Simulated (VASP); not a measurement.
# NaCl (Fm-3m) in VASP: notebook

The runs below take NaCl through single point, with PBEsol.

All numbers are computed with VASP 6.6.1; they aren't measurements. Logs are shortened: lines on timing, memory, paths and dates and some standing lists are left out, and cuts for length are marked.

## (1) The cell of the first run

The structure is cubic, space group Fm-3m (No. 225). The conventional cell has a = 5.574 Å, b = 5.574 Å, c = 5.574 Å, α = 90.00°, β = 90.00°, γ = 90.00°. Within 3.7 Å of Na (site symmetry m-3m) lie 6 Cl at 2.79 Å. Cl (site symmetry m-3m) has 6 Na at 2.79 Å within 3.7 Å.

## (2) Single point, PBEsol

Input file INCAR:

```
ALGO = Normal ; EDIFF = 1E-7
ENCUT = 520 ; GGA = PS
ISIF = 2 ; ISMEAR = 0
LASPH = True ; LCHARG = True
LELF = True ; LREAL = False
LVHAR = True ; LWAVE = False
NBANDS = 14 ; NELM = 100
PREC = Accurate ; SIGMA = 0.01
```

Input file KPOINTS:

```
k-points
0
Gamma
  8 8 8
```

Input file POSCAR:

```
NaCl
1.0
    0.0000000000      2.7869477749      2.7869477749
    2.7869477749      0.0000000000      2.7869477749
    2.7869477749      2.7869477749      0.0000000000
Na Cl
1 1
Direct
    0.0000000000      0.0000000000      0.0000000000
    0.5000000000      0.5000000000      0.5000000000
```

Potentials or basis: VASP PAW PBE potentials, release 64 (Na_pv, Cl).

Started as:

```console
> cat potpaw_PBE.64/Na_pv/POTCAR potpaw_PBE.64/Cl/POTCAR > POTCAR
> mpirun -np 1 vasp_std > vasp.out
```

OUTCAR:

```text
EDIFF = 1E-7
   ENCUT = 520
   GGA = PS
   ISIF = 2
   ISMEAR = 0
   LASPH = True
   LREAL = False
   NELM = 100
   PREC = Accurate

 ion  position               nearest neighbor table
   1  0.000  0.000  0.000-
   2  0.500  0.500  0.500-

  LATTYP: Found a face centered cubic cell.
 ALAT       =     5.5738955498

  Lattice vectors:

 A1 = (   0.0000000000,   2.7869477749,   2.7869477749)
 A2 = (   2.7869477749,   0.0000000000,   2.7869477749)
 A3 = (   2.7869477749,   2.7869477749,   0.0000000000)

Analysis of symmetry for initial positions (statically):
=====================================================================
 Subroutine PRICEL returns:
 Original cell was already a primitive cell.

 Routine SETGRP: Setting up the symmetry group for a
 face centered cubic supercell.

 Subroutine GETGRP returns: Found 48 space group operations
 (whereof 48 operations were pure point group operations)
 out of a pool of 48 trial point group operations.

The static configuration has the point symmetry O_h .

Analysis of symmetry for dynamics (positions and initial velocities):
=====================================================================
 Subroutine PRICEL returns:
 Original cell was already a primitive cell.

 Routine SETGRP: Setting up the symmetry group for a
 face centered cubic supercell.

 Subroutine GETGRP returns: Found 48 space group operations
 (whereof 48 operations were pure point group operations)
 out of a pool of 48 trial point group operations.

The dynamic configuration has the point symmetry O_h .

 Subroutine INISYM returns: Found 48 space group operations
 (whereof 48 operations are pure point group operations),
 and found     1 'primitive' translations

----------------------------------------------------------------------------------------

                                     Primitive cell

  volume of cell :      43.2929

  direct lattice vectors                    reciprocal lattice vectors
     0.000000000  2.786947775  2.786947775    -0.179407739  0.179407739  0.179407739
     2.786947775  0.000000000  2.786947775     0.179407739 -0.179407739  0.179407739
     2.786947775  2.786947775  0.000000000     0.179407739  0.179407739 -0.179407739

  length of vectors
     3.941339341  3.941339341  3.941339341     0.310743320  0.310743320  0.310743320

  position of ions in fractional coordinates (direct lattice)
     0.000000000  0.000000000  0.000000000
     0.500000000  0.500000000  0.500000000

  ion indices of the primitive-cell ions
   primitive index   ion index
                 1           1
                 2           2

----------------------------------------------------------------------------------------

 KPOINTS: k-points

Automatic generation of k-mesh.
 Grid dimensions read from file:
 generate k-points for:    8    8    8

 Generating k-lattice:

  Cartesian coordinates                     Fractional coordinates (reciprocal lattice)
    -0.022425967  0.022425967  0.022425967     0.125000000  0.000000000  0.000000000
     0.022425967 -0.022425967  0.022425967     0.000000000  0.125000000  0.000000000
     0.022425967  0.022425967 -0.022425967     0.000000000  0.000000000  0.125000000

  Length of vectors
     0.038842915  0.038842915  0.038842915

  Shift w.r.t. Gamma in fractional coordinates (k-lattice)
     0.000000000  0.000000000  0.000000000

 Subroutine IBZKPT returns following result:
 ===========================================

 Found     29 irreducible k-points:

 Following reciprocal coordinates:
            Coordinates               Weight
  0.000000  0.000000  0.000000      1.000000
  0.125000  0.000000  0.000000      8.000000
  0.250000  0.000000  0.000000      8.000000
  0.375000  0.000000  0.000000      8.000000
  0.500000  0.000000  0.000000      4.000000
  0.125000  0.125000  0.000000      6.000000
[... 16 lines left out ...]
  0.500000  0.250000  0.125000     48.000000
 -0.375000  0.250000  0.125000     24.000000
 [... further k-points ...]
   k-points           NKPTS =     29   k-points in BZ     NKDIM =     29   number of bands    NBANDS=     14
   number of dos      NEDOS =    301   number of ions     NIONS =      2
   total plane-waves  NPLWV =  27000
   dimension x,y,z NGX =    30 NGY =   30 NGZ =   30
   dimension x,y,z NGXF=    60 NGYF=   60 NGZF=   60
   ions per type =               1   1
   NGX,Y,Z   is equivalent  to a cutoff of  12.65, 12.65, 12.65 a.u.
   NGXF,Y,Z  is equivalent  to a cutoff of  25.31, 25.31, 25.31 a.u.
 SYSTEM =  unknown system
   PREC   = accura    normal or accurate (medium, high low for compatibility)
   ISTART =      0    job   : 0-new  1-cont  2-samecut
   ICHARG =      2    charge: 1-file 2-atom 10-const
   ISPIN  =      1    spin polarized calculation?
   LNONCOLLINEAR =      F non collinear calculations
   LSORBIT =      F    spin-orbit coupling
   LASPH  =      T    aspherical Exc in radial PAW
   ENCUT  =  520.0 eV  38.22 Ry    6.18 a.u.   7.33  7.33  7.33*2*pi/ulx,y,z
   NELM   =    100;   NELMIN=  2; NELMDL= -5     # of ELM steps
   EDIFF  = 0.1E-06   stopping-criterion for ELM
   LREAL  =      F    real-space projection
   EDIFFG = 0.1E-05   stopping-criterion for IOM
   NSW    =      0    number of steps for IOM
   IBRION =     -1    ionic relax: 0-MD 1-quasi-New 2-CG
   NFREE  =      0    steps in history (QN), initial steepest desc. (CG)
   ISIF   =      2    stress and relaxation
   ISYM   =      2    0-nonsym 1-usesym 2-fastsym
   POTIM  = 0.5000    time-step for ionic-motion
   TEBEG  =    0.0;   TEEND  =   0.0 temperature during run
   PSTRESS=    0.0 pullay stress
   NELECT =      14.0000    total number of electrons
   NUPDOWN=      -1.0000    fix difference up-down
   EMIN   =  10.00;   EMAX   =-10.00  energy-range for DOS
   EFERMI =   0.00;   METHOD = LEGACY
   ISMEAR =     0;   SIGMA  =   0.01  broadening in eV -4-tet -1-fermi 0-gaus
   EFERMI_NEDOS =   21; number of points for ismear=-14 and -15
   IALGO  =     38    algorithm
   IMIX   =      4    mixing-type and parameters
     AMIX     =   0.40;   BMIX     =  1.00
     AMIX_MAG =   1.60;   BMIX_MAG =  1.00
  volume/ion in A,a.u.               =      21.65       146.08
  Fermi-wavevector in a.u.,A,eV,Ry     =   1.123687  2.123460 17.179701  1.262672
  Thomas-Fermi vector in A             =   2.260355
   LORBIT       =      0    0 simple, 1 ext, 2 COOP (PROOUT), +10 PAW based schemes
   GGA     = PS    functional components
   LHFCALC =     F    Hartree Fock is set to
   AEXX    =    0.0000 exact exchange contribution
   IVDW    =     0    specifies the selected vdW correction
   LEPSILON=     F    determine dielectric tensor
   LRPA    =     F    only Hartree local field effects (RPA)
 non-spin polarized calculation
 Gauss-broadening in eV      SIGMA  =   0.01
  energy-cutoff  :      520.00
  volume of cell :       43.29
 maximum number of plane-waves:      1211
 NGX is ok and might be reduce to    30
   NGX = 15   NGY = 15   NGZ = 15

 number of electron      14.0000009 magnetization

 Free energy of the ion-electron system (eV)
  ---------------------------------------------------
  ext. energy  EPLUGINS =         0.00000000
  ---------------------------------------------------
  free energy    TOTEN  =        -6.99719890 eV

  energy without entropy =       -6.99719890  energy(sigma->0) =       -6.99719890

 E-fermi :  -0.5255     XC(G=0):  -8.4903

 val. band max:       -0.5765060077   @ k =   0.0000   0.0000   0.0000
 cond. band min:       4.4876742141   @ k =   0.0000   0.0000   0.0000
 fundamental gap:      5.0641802219
 Fermi energy:        -0.5254721389

 k-point     1 :       0.0000    0.0000    0.0000
  band No.  band energies     occupation
      1     -21.1633      2.00000
      2     -21.1633      2.00000
      3     -21.1633      2.00000
      4     -13.3044      2.00000
      5      -0.5765      2.00000
      6      -0.5765      2.00000
      7      -0.5765      2.00000
      8       4.4877      0.00000
      9      10.4537      0.00000
     10      10.4537      0.00000
     11      10.4537      0.00000
     12      12.7216      0.00000
     13      12.7216      0.00000
     14      14.1525      0.00000

 k-point     2 :       0.1250    0.0000    0.0000
  band No.  band energies     occupation
      1     -21.1687      2.00000
      2     -21.1637      2.00000
      3     -21.1637      2.00000
      4     -13.2510      2.00000
      5      -0.9793      2.00000
      6      -0.6214      2.00000
      7      -0.6214      2.00000
      8       5.0068      0.00000
      9       9.8903      0.00000
     10      10.6570      0.00000
     11      10.6570      0.00000
     12      12.4620      0.00000
     13      12.4620      0.00000
     14      15.1499      0.00000

 k-point     3 :       0.2500    0.0000    0.0000
  band No.  band energies     occupation
      1     -21.1816      2.00000
      2     -21.1646      2.00000
      3     -21.1646      2.00000
      4     -13.1181      2.00000
      5      -1.7671      2.00000
      6      -0.7261      2.00000
      7      -0.7261      2.00000
      8       5.9846      0.00000
      9       9.3632      0.00000
     10      10.7775      0.00000
     11      10.7775      0.00000
     12      12.6764      0.00000
     13      12.6764      0.00000
     14      15.1656      0.00000

 k-point     4 :       0.3750    0.0000    0.0000
  band No.  band energies     occupation
      1     -21.1943      2.00000
      2     -21.1655      2.00000
      3     -21.1655      2.00000
      4     -12.9791      2.00000
      5      -2.4153      2.00000
      6      -0.8261      2.00000
      7      -0.8261      2.00000
      8       6.4957      0.00000
      9       9.7409      0.00000
     10      10.5047      0.00000
     11      10.5047      0.00000
     12      14.0652      0.00000
     13      14.0652      0.00000
     14      14.6308      0.00000

 k-point     5 :       0.5000    0.0000    0.0000
  band No.  band energies     occupation
      1     -21.1995      2.00000
      2     -21.1659      2.00000
      3     -21.1659      2.00000
      4     -12.9195      2.00000
      5      -2.6594      2.00000
      6      -0.8662      2.00000
      7      -0.8662      2.00000
      8       6.5587      0.00000
      9      10.2066      0.00000
     10      10.3684      0.00000
     11      10.3684      0.00000
[... 276 lines left out ...]
 k-point    22 :       0.3750    0.2500    0.1250
  band No.  band energies     occupation
      1     -21.1834      2.00000
      2     -21.1700      2.00000
      3     -21.1661      2.00000
      4     -13.0318      2.00000
      5      -1.9278      2.00000
      6      -1.0844      2.00000
      7      -0.8520      2.00000
      8       6.8850      0.00000
      9       8.6364      0.00000
     10       9.9710      0.00000
     11      11.6414      0.00000
     12      11.9873      0.00000
     13      14.2568      0.00000
     14      17.6145      0.00000

 k-point    23 :       0.5000    0.2500    0.1250
  band No.  band energies     occupation
      1     -21.1896      2.00000
      2     -21.1726      2.00000
      3     -21.1676      2.00000
      4     -12.9284      2.00000
      5      -2.2403      2.00000
      6      -1.3249      2.00000
      7      -0.9686      2.00000
      8       7.5545      0.00000
      9       8.9719      0.00000
     10       9.3371      0.00000
     11      11.3657      0.00000
     12      13.1907      0.00000
     13      15.6172      0.00000
     14      16.1109      0.00000

 k-point    24 :      -0.3750    0.2500    0.1250
  band No.  band energies     occupation
      1     -21.1923      2.00000
      2     -21.1732      2.00000
      3     -21.1685      2.00000
      4     -12.8846      2.00000
      5      -2.3663      2.00000
      6      -1.4101      2.00000
      7      -1.0259      2.00000
      8       7.6577      0.00000
      9       9.0228      0.00000
     10       9.6673      0.00000
     11      11.1755      0.00000
     12      13.8281      0.00000
     13      15.1656      0.00000
     14      16.2345      0.00000

 [... further k-points ...]

------------------------ aborting loop because EDIFF is reached ----------------------------------------

  FORCE on cell =-STRESS in cart. coord.  units (eV):
  Direction    XX          YY          ZZ          XY          YZ          ZX
  --------------------------------------------------------------------------------------
  -------------------------------------------------------------------------------------
  Total        0.1156572      0.1156572      0.1156572     -0.0000000     -0.0000000      0.0000000
  in kB        4.2802266      4.2802266      4.2802266     -0.0000000     -0.0000000      0.0000000
  external PRESSURE =       4.2802266 kB  Pullay stress =       0.0000000 kB

 VOLUME and BASIS-vectors are now :
 -----------------------------------------------------------------------------
  energy-cutoff  :      520.00
  volume of cell :       43.29
      direct lattice vectors                 reciprocal lattice vectors
     0.000000000  2.786947775  2.786947775    -0.179407739  0.179407739  0.179407739
     2.786947775  0.000000000  2.786947775     0.179407739 -0.179407739  0.179407739
     2.786947775  2.786947775  0.000000000     0.179407739  0.179407739 -0.179407739

 POSITION                                       TOTAL-FORCE (eV/Angst)
 -----------------------------------------------------------------------------------
      0.00000      0.00000      0.00000         0.000000     -0.000000     -0.000000
      2.78695      2.78695      2.78695        -0.000000      0.000000      0.000000
 -----------------------------------------------------------------------------------
    total drift:                               -0.000000      0.000000      0.000000

  FREE ENERGIE OF THE ION-ELECTRON SYSTEM (eV)
  ---------------------------------------------------
  free  energy   TOTEN  =        -6.9971989046 eV

  energy  without entropy=       -6.9971989046  energy(sigma->0) =       -6.99719890
```

Run time: 17 s. Hardware: 1 thread of Intel Xeon Platinum 8488C (Sapphire Rapids), shared host; peak memory 0.16 GiB.

What came out:

| Property | Result |
| --- | --- |
| Free energy | -6.9972 eV |
| Pressure | 0.4 GPa |
| Band gap on the k mesh | 5.06 eV |

Levels at points of the mesh, in eV from the valence-band top:
| k point | band 3 | band 4 | band 5 | band 6 | band 7 | band 8 | band 9 | band 10 | band 11 | band 12 |
| --- | --- | --- | --- | --- | --- | --- | --- | --- | --- | --- |
| (0.00, 0.00, 0.00) | -20.59 | -12.73 | 0.00 | 0.00 | 0.00 | 5.06 | 11.03 | 11.03 | 11.03 | 13.30 |
| (0.50, 0.00, 0.00) | -20.59 | -12.34 | -2.08 | -0.29 | -0.29 | 7.14 | 10.78 | 10.94 | 10.94 | 15.06 |
| (0.50, 0.50, 0.00) | -20.60 | -12.29 | -1.80 | -0.65 | -0.65 | 7.53 | 7.86 | 11.38 | 14.93 | 14.93 |

Caveat: the PAW data sets were made with another functional, which shifts forces and pressure a little.

## (3) Single point, PBEsol

This run uses another cell than the first one, of 22.31 Å³/atom.

Input file INCAR:

```
PREC = Accurate
ENCUT = 520
EDIFF = 1E-6
ISMEAR = 0
SIGMA = 0.01
LREAL = F
LASPH = T
NELM = 60
ALGO = Normal
ISIF = 2
LWAVE = F
LCHARG = T
GGA = PS
LELF = T
LVHAR = T
NBANDS = 14
```

Input file KPOINTS:

```
regular mesh
0
Gamma
  8 8 8
```

Input file POSCAR:

```
NaCl
1.0
    0.0000000000      2.8149573003      2.8149573003
    2.8149573003      0.0000000000      2.8149573003
    2.8149573003      2.8149573003      0.0000000000
Na Cl
1 1
Direct
    0.0000000000      0.0000000000      0.0000000000
    0.5000000000      0.5000000000      0.5000000000
```

Potentials or basis: VASP PAW PBE potentials, release 64 (Na_pv, Cl).

Started as:

```console
> cat potpaw_PBE.64/Na_pv/POTCAR potpaw_PBE.64/Cl/POTCAR > POTCAR
> mpirun -np 1 vasp_std > vasp.out
```

Wall time 15 s (1 thread of Intel Xeon Platinum 8488C (Sapphire Rapids), shared host); peak memory 0.16 GiB.

It converged, with:

| Quantity | Value |
| --- | --- |
| Free energy | -6.9978 eV |
| Pressure | -0.4 GPa |
| Band gap on the k mesh | 4.95 eV |

Levels at points of the mesh, in eV from the valence-band top:
```tsv
k point	band 5	band 6	band 7	band 8	band 9	band 10
(0.00, 0.00, 0.00)	0.00	0.00	0.00	4.95	11.00	11.00
(0.50, 0.00, 0.00)	-1.99	-0.27	-0.27	7.09	10.54	10.88
(0.50, 0.50, 0.00)	-1.72	-0.61	-0.61	7.45	7.89	11.17
```

Caveat: the PAW data sets were made with another functional, which shifts forces and pressure a little.

[end of part 1 of 2]
